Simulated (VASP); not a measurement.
# Zr (Fd-3m) in VASP: a series of runs

The runs below take Zr through single point, with revPBE.

Program: VASP 6.6.1. These are calculated values, not measurements. Logs are shortened: lines on timing, memory, paths and dates and some standing lists are left out, and cuts for length are marked.

## Step 1: The cell of the first run

It takes space group Fd-3m (No. 227, cubic). The conventional cell has a = 6.348 Å, b = 6.348 Å, c = 6.348 Å, α = 90.00°, β = 90.00°, γ = 90.00°. Zr (site symmetry -43m) has 4 Zr at 2.75 Å within 3.6 Å.

## Step 2: Single point, revPBE

Input file INCAR:

```
SYSTEM = Zr
PREC = Accurate
ENCUT = 520
EDIFF = 1E-6
ISMEAR = -1
SIGMA = 0.1
LREAL = .False.
LASPH = .True.
NELM = 80
ALGO = Normal
ISIF = 2
LWAVE = .False.
LCHARG = .False.
GGA = RE
NBANDS = 19
```

Input file KPOINTS:

```
Automatic mesh
0
Gamma
  10 10 10
  0 0 0
```

Input file POSCAR:

```
Zr
1.0
    0.0000000000      3.1739944622      3.1739944622
    3.1739944622      0.0000000000      3.1739944622
    3.1739944622      3.1739944622      0.0000000000
Zr
2
Direct
    0.1250000000      0.1250000000      0.1250000000
    0.8750000000      0.8750000000      0.8750000000
```

Potentials or basis: VASP PAW PBE potentials, release 64 (Zr_sv).

Launch:

```sh
$ cat potpaw_PBE.64/Zr_sv/POTCAR > POTCAR
$ mpirun -np 1 vasp_std > vasp.out
```

OUTCAR:

```text
SYSTEM = Zr
   PREC = Accurate
   ENCUT = 520
   EDIFF = 1E-6
   ISMEAR = -1
   LREAL = .False.
   LASPH = .True.
   NELM = 80
   ISIF = 2
   GGA = RE

 ion  position               nearest neighbor table
   1  0.125  0.125  0.125-   2 2.75   2 2.75   2 2.75   2 2.75
   2  0.875  0.875  0.875-   1 2.75   1 2.75   1 2.75   1 2.75

  LATTYP: Found a face centered cubic cell.
 ALAT       =     6.3479889244

  Lattice vectors:

 A1 = (   0.0000000000,   3.1739944622,   3.1739944622)
 A2 = (   3.1739944622,   0.0000000000,   3.1739944622)
 A3 = (   3.1739944622,   3.1739944622,   0.0000000000)

Analysis of symmetry for initial positions (statically):
=====================================================================
 Subroutine PRICEL returns:
 Original cell was already a primitive cell.

 Routine SETGRP: Setting up the symmetry group for a
 face centered cubic supercell.

 Subroutine GETGRP returns: Found 48 space group operations
 (whereof 12 operations were pure point group operations)
 out of a pool of 48 trial point group operations.

The static configuration has the point symmetry D_3d.
 The point group associated with its full space group is O_h .

Analysis of symmetry for dynamics (positions and initial velocities):
=====================================================================
 Subroutine PRICEL returns:
 Original cell was already a primitive cell.

 Routine SETGRP: Setting up the symmetry group for a
 face centered cubic supercell.

 Subroutine GETGRP returns: Found 48 space group operations
 (whereof 12 operations were pure point group operations)
 out of a pool of 48 trial point group operations.

The dynamic configuration has the point symmetry D_3d.
 The point group associated with its full space group is O_h .

 Subroutine INISYM returns: Found 48 space group operations
 (whereof 12 operations are pure point group operations),
 and found     1 'primitive' translations

----------------------------------------------------------------------------------------

                                     Primitive cell

  volume of cell :      63.9512

  direct lattice vectors                    reciprocal lattice vectors
     0.000000000  3.173994462  3.173994462    -0.157530206  0.157530206  0.157530206
     3.173994462  0.000000000  3.173994462     0.157530206 -0.157530206  0.157530206
     3.173994462  3.173994462  0.000000000     0.157530206  0.157530206 -0.157530206

  length of vectors
     4.488706015  4.488706015  4.488706015     0.272850320  0.272850320  0.272850320

  position of ions in fractional coordinates (direct lattice)
     0.125000000  0.125000000  0.125000000
     0.875000000  0.875000000  0.875000000

  ion indices of the primitive-cell ions
   primitive index   ion index
                 1           1
                 2           2

----------------------------------------------------------------------------------------

 KPOINTS: Automatic mesh

Automatic generation of k-mesh.
 Grid dimensions read from file:
 generate k-points for:   10   10   10

 Generating k-lattice:

  Cartesian coordinates                     Fractional coordinates (reciprocal lattice)
    -0.015753021  0.015753021  0.015753021     0.100000000  0.000000000  0.000000000
     0.015753021 -0.015753021  0.015753021     0.000000000  0.100000000  0.000000000
     0.015753021  0.015753021 -0.015753021     0.000000000  0.000000000  0.100000000

  Length of vectors
     0.027285032  0.027285032  0.027285032

  Shift w.r.t. Gamma in fractional coordinates (k-lattice)
     0.000000000  0.000000000  0.000000000

 Subroutine IBZKPT returns following result:
 ===========================================

 Found     47 irreducible k-points:

 Following reciprocal coordinates:
            Coordinates               Weight
  0.000000  0.000000  0.000000      1.000000
  0.100000  0.000000  0.000000      8.000000
  0.200000  0.000000  0.000000      8.000000
  0.300000  0.000000  0.000000      8.000000
  0.400000  0.000000  0.000000      8.000000
  0.500000  0.000000  0.000000      4.000000
[... 16 lines left out ...]
  0.300000  0.300000  0.000000      6.000000
  0.400000  0.300000  0.000000     24.000000
 [... further k-points ...]
   k-points           NKPTS =     47   k-points in BZ     NKDIM =     47   number of bands    NBANDS=     19
   number of dos      NEDOS =    301   number of ions     NIONS =      2
   total plane-waves  NPLWV =  46656
   dimension x,y,z NGX =    36 NGY =   36 NGZ =   36
   dimension x,y,z NGXF=    72 NGYF=   72 NGZF=   72
   ions per type =               2
   NGX,Y,Z   is equivalent  to a cutoff of  13.33, 13.33, 13.33 a.u.
   NGXF,Y,Z  is equivalent  to a cutoff of  26.67, 26.67, 26.67 a.u.
 SYSTEM =  Zr
   PREC   = accura    normal or accurate (medium, high low for compatibility)
   ISTART =      0    job   : 0-new  1-cont  2-samecut
   ICHARG =      2    charge: 1-file 2-atom 10-const
   ISPIN  =      1    spin polarized calculation?
   LNONCOLLINEAR =      F non collinear calculations
   LSORBIT =      F    spin-orbit coupling
   LASPH  =      T    aspherical Exc in radial PAW
   ENCUT  =  520.0 eV  38.22 Ry    6.18 a.u.   8.35  8.35  8.35*2*pi/ulx,y,z
   NELM   =     80;   NELMIN=  2; NELMDL= -5     # of ELM steps
   EDIFF  = 0.1E-05   stopping-criterion for ELM
   LREAL  =      F    real-space projection
   EDIFFG = 0.1E-04   stopping-criterion for IOM
   NSW    =      0    number of steps for IOM
   IBRION =     -1    ionic relax: 0-MD 1-quasi-New 2-CG
   NFREE  =      0    steps in history (QN), initial steepest desc. (CG)
   ISIF   =      2    stress and relaxation
   ISYM   =      2    0-nonsym 1-usesym 2-fastsym
   POTIM  = 0.5000    time-step for ionic-motion
   TEBEG  =    0.0;   TEEND  =   0.0 temperature during run
   PSTRESS=    0.0 pullay stress
   NELECT =      24.0000    total number of electrons
   NUPDOWN=      -1.0000    fix difference up-down
   EMIN   =  10.00;   EMAX   =-10.00  energy-range for DOS
   EFERMI =   0.00;   METHOD = LEGACY
   ISMEAR =    -1;   SIGMA  =   0.10  broadening in eV -4-tet -1-fermi 0-gaus
   EFERMI_NEDOS =   21; number of points for ismear=-14 and -15
   IALGO  =     38    algorithm
   IMIX   =      4    mixing-type and parameters
     AMIX     =   0.40;   BMIX     =  1.00
     AMIX_MAG =   1.60;   BMIX_MAG =  1.00
  volume/ion in A,a.u.               =      31.98       215.78
  Fermi-wavevector in a.u.,A,eV,Ry     =   1.180853  2.231488 18.972144  1.394413
  Thomas-Fermi vector in A             =   2.317137
   LORBIT       =      0    0 simple, 1 ext, 2 COOP (PROOUT), +10 PAW based schemes
   GGA     = RE    functional components
   LHFCALC =     F    Hartree Fock is set to
   AEXX    =    0.0000 exact exchange contribution
   IVDW    =     0    specifies the selected vdW correction
   LEPSILON=     F    determine dielectric tensor
   LRPA    =     F    only Hartree local field effects (RPA)
 non-spin polarized calculation
  energy-cutoff  :      520.00
  volume of cell :       63.95
 maximum number of plane-waves:      1759
 NGX is ok and might be reduce to    36
   NGX = 17   NGY = 17   NGZ = 17

 number of electron      24.0000000 magnetization

 Free energy of the ion-electron system (eV)
  ---------------------------------------------------
  ext. energy  EPLUGINS =         0.00000000
  ---------------------------------------------------
  free energy    TOTEN  =       -11.64316155 eV

  energy without entropy =      -11.47595717  energy(sigma->0) =      -11.55955936

 E-fermi :   5.3739     XC(G=0):  -9.3403

 val. band max:        5.3652076007   @ k =   0.0000   0.0000   0.0000
 cond. band min:       5.3752727930   @ k =   0.4000   0.3000   0.1000
 fundamental gap:      0.0100651922
 Fermi energy:         5.3739482873

 k-point     1 :       0.0000    0.0000    0.0000
  band No.  band energies     occupation
      1     -43.5468      2.00000
      2     -43.0424      2.00000
      3     -21.8704      2.00000
      4     -21.8704      2.00000
      5     -21.8704      2.00000
      6     -20.9672      2.00000
[... 11 lines left out ...]
     18      10.6251      0.00000
     19      10.6251      0.00000

 k-point     2 :       0.1000    0.0000    0.0000
  band No.  band energies     occupation
      1     -43.5379      2.00000
      2     -43.0518      2.00000
      3     -21.8816      2.00000
      4     -21.8816      2.00000
      5     -21.8699      2.00000
      6     -20.9683      2.00000
[... 11 lines left out ...]
     18      10.5938      0.00000
     19      10.5938      0.00000

 k-point     3 :       0.2000    0.0000    0.0000
  band No.  band energies     occupation
      1     -43.5127      2.00000
      2     -43.0785      2.00000
      3     -21.9097      2.00000
      4     -21.9097      2.00000
      5     -21.8691      2.00000
      6     -20.9703      2.00000
[... 11 lines left out ...]
     18      10.4880      0.00000
     19      10.4880      0.00000

 k-point     4 :       0.3000    0.0000    0.0000
  band No.  band energies     occupation
      1     -43.4764      2.00000
      2     -43.1166      2.00000
      3     -21.9421      2.00000
      4     -21.9421      2.00000
      5     -21.8693      2.00000
      6     -20.9715      2.00000
[... 11 lines left out ...]
     18      10.2785      0.00000
     19      10.2785      0.00000

 k-point     5 :       0.4000    0.0000    0.0000
  band No.  band energies     occupation
      1     -43.4402      2.00000
      2     -43.1543      2.00000
      3     -21.9668      2.00000
      4     -21.9668      2.00000
      5     -21.8703      2.00000
      6     -20.9714      2.00000
[... 11 lines left out ...]
     18       9.9683      0.00000
     19       9.9683      0.00000
[... 334 lines left out ...]
      2     -43.1715      2.00000
      3     -22.0597      2.00000
      4     -21.9761      2.00000
      5     -21.7402      2.00000
      6     -21.0974      2.00000
[... 11 lines left out ...]
     18       8.8527      0.00000
     19      10.6704      0.00000

 k-point    22 :      -0.2000    0.2000    0.0000
  band No.  band energies     occupation
      1     -43.4618      2.00000
      2     -43.1318      2.00000
      3     -22.0201      2.00000
      4     -21.9434      2.00000
      5     -21.7885      2.00000
      6     -21.0499      2.00000
[... 11 lines left out ...]
     18       9.4100      0.00000
     19      10.7937      0.00000

 k-point    23 :       0.3000    0.3000    0.0000
  band No.  band energies     occupation
      1     -43.4453      2.00000
      2     -43.1490      2.00000
      3     -22.0184      2.00000
      4     -22.0184      2.00000
      5     -21.6883      2.00000
      6     -21.1624      2.00000
[... 11 lines left out ...]
     18       8.9486      0.00000
     19      10.7662      0.00000

 k-point    24 :       0.4000    0.3000    0.0000
  band No.  band energies     occupation
      1     -43.4095      2.00000
      2     -43.1859      2.00000
      3     -22.0505      2.00000
      4     -22.0415      2.00000
      5     -21.6340      2.00000
      6     -21.2168      2.00000
[... 11 lines left out ...]
     18       8.7503      0.00000
     19      10.6456      0.00000

 [... further k-points ...]
[... 5 lines left out ...]
  --------------------------------------------------------------------------------------
  -------------------------------------------------------------------------------------
  Total        0.0273088      0.0273088      0.0273088     -0.0000000      0.0000000     -0.0000000
  in kB        0.6841712      0.6841712      0.6841712     -0.0000000      0.0000000     -0.0000000
  external PRESSURE =       0.6841712 kB  Pullay stress =       0.0000000 kB

 VOLUME and BASIS-vectors are now :
 -----------------------------------------------------------------------------
  energy-cutoff  :      520.00
  volume of cell :       63.95
      direct lattice vectors                 reciprocal lattice vectors
     0.000000000  3.173994462  3.173994462    -0.157530206  0.157530206  0.157530206
     3.173994462  0.000000000  3.173994462     0.157530206 -0.157530206  0.157530206
     3.173994462  3.173994462  0.000000000     0.157530206  0.157530206 -0.157530206

 POSITION                                       TOTAL-FORCE (eV/Angst)
 -----------------------------------------------------------------------------------
      0.79350      0.79350      0.79350         0.000000      0.000000      0.000000
      5.55449      5.55449      5.55449        -0.000000     -0.000000     -0.000000
 -----------------------------------------------------------------------------------
    total drift:                               -0.000000      0.000000      0.000000

  FREE ENERGIE OF THE ION-ELECTRON SYSTEM (eV)
  ---------------------------------------------------
  free  energy   TOTEN  =       -11.6431615472 eV

  energy  without entropy=      -11.4759571711  energy(sigma->0) =      -11.55955936
```

Run time: 21 s. Hardware: 1 thread of Intel Xeon 6975P-C (Granite Rapids), shared host; peak memory 0.21 GiB.

What came out:

```
Free energy            : -11.6432 eV
Pressure               : 0.1 GPa
Band gap on the k mesh : zero (band 12 reaches 5.44 eV, above the bottom of band 13 at 5.26 eV)
```

Caveat: the PAW data sets were made with another functional, which shifts forces and pressure a little.

## Step 3: Single point, revPBE (volume scaled by 1.08)

Input file INCAR:

```
  ALGO = Normal
  EDIFF = 1E-6
  ENCUT = 520
  GGA = RE
  ISIF = 2
  ISMEAR = -1
  LASPH = True
  LCHARG = False
  LREAL = False
  LWAVE = False
  NBANDS = 19
  NELM = 60
  PREC = Accurate
  SIGMA = 0.1
```

Input file KPOINTS:

```
k-points
0
Gamma
  10 10 10
```

Input file POSCAR:

```
Zr
1.0
    0.0000000000      3.2564725112      3.2564725112
    3.2564725112      0.0000000000      3.2564725112
    3.2564725112      3.2564725112      0.0000000000
Zr
2
Direct
    0.1250000000      0.1250000000      0.1250000000
    0.8750000000      0.8750000000      0.8750000000
```

Potentials or basis: VASP PAW PBE potentials, release 64 (Zr_sv).

Launch:

```sh
$ cat potpaw_PBE.64/Zr_sv/POTCAR > POTCAR
$ mpirun -np 1 vasp_std > vasp.out
```

Run time: 21 s. Hardware: 1 thread of Intel Xeon 6975P-C (Granite Rapids), shared host; peak memory 0.22 GiB.

The run converged. Its results:

* Free energy: -11.6125 eV
* Pressure: -1.9 GPa
* Band gap on the k mesh: zero (band 12 reaches 4.83 eV, above the bottom of band 13 at 4.68 eV)

Levels at points of the mesh, in eV from the Fermi level:
| k point | band 9 | band 10 | band 11 | band 12 | band 13 | band 14 | band 15 | band 16 |
| --- | --- | --- | --- | --- | --- | --- | --- | --- |
| (0.00, 0.00, 0.00) | -3.91 | -0.60 | -0.60 | -0.02 | -0.02 | -0.02 | 1.90 | 1.90 |
| (0.50, 0.00, 0.00) | -1.74 | -0.87 | -0.52 | -0.52 | -0.08 | -0.08 | 0.44 | 2.81 |
| (0.50, 0.50, 0.00) | -1.46 | -1.46 | -0.02 | -0.02 | 0.00 | 0.00 | 1.66 | 1.66 |

Caveat: the PAW data sets were made with another functional, which shifts forces and pressure a little.

## Step 4: Single point, revPBE (volume scaled by 1.12)

Input file INCAR:

```
SYSTEM = Zr
PREC = Accurate
ENCUT = 520
EDIFF = 1E-6
ISMEAR = -1
SIGMA = 0.1
LREAL = .False.
LASPH = .True.
NELM = 100
ALGO = Normal
ISIF = 2
LWAVE = .False.
LCHARG = .True.
GGA = RE
LELF = .True.
LVHAR = .True.
NBANDS = 19
```

Input file KPOINTS:

```
Automatic mesh
0
Gamma
  10 10 10
  0 0 0
```

Input file POSCAR:

```
Zr
1.0
    0.0000000000      3.2961895049      3.2961895049
    3.2961895049      0.0000000000      3.2961895049
    3.2961895049      3.2961895049      0.0000000000
Zr
2
Direct
    0.1250000000      0.1250000000      0.1250000000
    0.8750000000      0.8750000000      0.8750000000
```

Launch:

```sh
$ cat potpaw_PBE.64/Zr_sv/POTCAR > POTCAR
$ mpirun -np 1 vasp_std > vasp.out
```

It took 20 s on 1 thread of Intel Xeon 6975P-C (Granite Rapids), shared host; peak memory 0.22 GiB.

Results (log left out):

```
Free energy            : -11.5771 eV
Pressure               : -2.6 GPa
Band gap on the k mesh : zero (band 12 reaches 4.55 eV, above the bottom of band 13 at 4.42 eV)
```

Levels at points of the mesh, in eV from the Fermi level:
```csv
k point,band 9,band 10,band 11,band 12,band 13,band 14,band 15,band 16
"(0.00, 0.00, 0.00)",-3.85,-0.53,-0.53,-0.02,-0.02,-0.02,1.84,1.84
"(0.50, 0.00, 0.00)",-1.76,-0.79,-0.45,-0.45,-0.06,-0.06,0.36,2.71
"(0.50, 0.50, 0.00)",-1.36,-1.36,-0.11,-0.11,0.02,0.02,1.64,1.64
```

Caveat: the PAW data sets were made with another functional, which shifts forces and pressure a little.

## Step 5: The runs side by side

| cell | gap on the mesh (eV) | pressure (GPa) |
| --- | --- | --- |
| a = 4.489 Å, angles 60.0°, 2 atoms | none | 0.1 |
| a = 4.605 Å, angles 60.0°, 2 atoms | none | -1.9 |
| a = 4.662 Å, angles 60.0°, 2 atoms | none | -2.6 |

Alike in all rows: task single point; level revPBE; potentials or basis VASP PAW PBE potentials, release 64 (Zr_sv); no spin polarisation; k mesh 10 × 10 × 10; cutoff (eV) 520; smearing fermi-dirac 0.1 eV.

Caveats: the PAW data sets were made with another functional, which shifts forces and pressure a little.

Absolute energies hang on the potentials; compare differences alone.
